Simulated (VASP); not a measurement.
Set up this calculation in VASP 6.6.1, as the native input.

```
Task                   : single point
Functional             : PBE
Potentials or basis    : VASP PAW PBE potentials, release 64 (B, As)
Cutoff                 : 500 eV
k mesh                 : 10 × 10 × 10
Occupations            : gaussian, width 0.02 eV
Spin                   : no spin polarisation
Dipole correction      : no
Further INCAR settings : ALGO = Normal; EDIFF = 1e-06; NBANDS = 11
```

The structure of BAs lies in POSCAR:

```
BAs
1.0
    0.0000000000      2.4284254714      2.4284254714
    2.4284254714      0.0000000000      2.4284254714
    2.4284254714      2.4284254714      0.0000000000
B As
1 1
Direct
    0.0000000000      0.0000000000      0.0000000000
    0.2500000000      0.2500000000      0.2500000000
```

One way to write it, as run:

INCAR

```
PREC     = Accurate       # precision mode
ENCUT    = 500            # plane-wave cutoff, eV
EDIFF    = 1E-6           # SCF threshold, eV
ISMEAR   = 0              # smearing method
SIGMA    = 0.02           # smearing width, eV
LREAL    = False          # projectors in reciprocal space
LASPH    = True           # aspherical terms in the spheres
NELM     = 120            # most SCF steps
ALGO     = Normal         # electronic algorithm
ISIF     = 2              # what is computed and relaxed
LWAVE    = False          # write WAVECAR
LCHARG   = False          # write CHGCAR
GGA      = PE             # functional
NBANDS   = 11             # bands
GGA_COMPAT= False
```

KPOINTS

```
regular mesh
0
Gamma
  10 10 10
```

Potentials or basis: VASP PAW PBE potentials, release 64 (B, As).

Launch:

```console
$ cat potpaw_PBE.64/B/POTCAR potpaw_PBE.64/As/POTCAR > POTCAR
$ mpirun -np 1 vasp_std > vasp.out
```

It gave:

```
Pressure               : -3.1 GPa
Band gap on the k mesh : 1.23 eV (least direct gap 3.22 eV)
```

Caveat: the cell stands under tension.

Run time: 17 s on 1 thread of Intel(R) Xeon(R) Platinum 8259CL CPU @ 2.50GHz (Skylake/Cascade Lake), on a shared host, peak memory 0.16 GiB.
